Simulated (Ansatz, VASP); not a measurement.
# C: VASP beside Ansatz

The input INCAR:

```
ALGO = Normal ; EDIFF = 1E-6
ENCUT = 520 ; GGA = PE
ISIF = 2 ; ISMEAR = 0
IVDW = 12 ; LASPH = True
LCHARG = False ; LREAL = False
LWAVE = False ; NBANDS = 31
NELM = 80 ; PREC = Accurate
SIGMA = 0.05
```

File KPOINTS:

```
k-points
0
Gamma
  7 11 3
```

POSCAR

```
C
1.0
    0.0000000000      1.4231666446     -3.3613878322
   -2.4649969361      0.0000000000      0.0000000000
    2.8758297588     11.3043988083      1.5883208571
C
10
Direct
    0.0651612965      0.5010693644      0.7723451695
    0.7282751194      0.6692857399      0.0593877770
    0.8124966637      0.3772316460      0.2376271251
   -0.1032817920      1.0851775521      0.4158664732
   -0.0190602477      0.7931234582      0.5941058214
    0.7559464249      0.2386601663      0.1188515711
   -0.1598320309      0.9466060724      0.2970909192
   -0.0756104866      0.6545519785      0.4753302673
    0.0086110577      1.3624978846      0.6535696154
    0.0928326020      1.0704437908      0.8318089635
```

Input for Ansatz:

```yaml
crystal:
  lattice:
    - [0.0, 1.4231666446, -3.3613878322]
    - [-2.4649969361, 0.0, 0.0]
    - [2.8758297588, 11.3043988083, 1.5883208571]
  atoms:
    - { symbol: C, position: [0.0651612965, 0.5010693644, 0.7723451695] }
    - { symbol: C, position: [0.7282751194, 0.6692857399, 0.059387777] }
    - { symbol: C, position: [0.8124966637, 0.377231646, 0.2376271251] }
    - { symbol: C, position: [-0.103281792, 1.0851775521, 0.4158664732] }
    - { symbol: C, position: [-0.0190602477, 0.7931234582, 0.5941058214] }
    - { symbol: C, position: [0.7559464249, 0.2386601663, 0.1188515711] }
    - { symbol: C, position: [-0.1598320309, 0.9466060724, 0.2970909192] }
    - { symbol: C, position: [-0.0756104866, 0.6545519785, 0.4753302673] }
    - { symbol: C, position: [0.0086110577, 1.3624978846, 0.6535696154] }
    - { symbol: C, position: [0.092832602, 1.0704437908, 0.8318089635] }
basis:
  ecutwfc: 520.0
kpoints:
  mp_grid: { grid: [7, 11, 3] }
hamiltonian:
  xc: pbe
  dispersion: d3bj
scf:
  occupations: { method: gaussian, width: 0.05 }
output:
  forces: true
  stress: true
  eigenvalues: true
```

Alike in both runs: task single point; functional PBE; dispersion D3(BJ); k mesh 7 × 11 × 3; occupations gaussian, width 0.05 eV; no spin polarisation.

```csv
,VASP,Ansatz
version,VASP 6.6.1,Ansatz 0.2.0
potentials or method,"VASP PAW PBE potentials, release 64 (C), cutoff 520 eV","scalar-relativistic, plane waves, PAW"
valence electrons in the cell,40,40
```

Ansatz gave:

- gap on the k mesh at the Fermi level (eV): 0.03
- least direct gap on the mesh (eV): 0.03
- pressure (GPa): -3.0
- traceless stress, the component that is largest in VASP (GPa): 2.52
- rms of the force components (eV/Å): 0.729

Q: Estimate VASP's values.

A: gap on the k mesh at the Fermi level (eV): 0.03; least direct gap on the mesh (eV): 0.03; pressure (GPa): -2.6; traceless stress, the component that is largest in VASP (GPa): 2.53; rms of the force components (eV/Å): 0.728.

Atom by atom the forces differ by 0.012 eV/Å (rms over components).
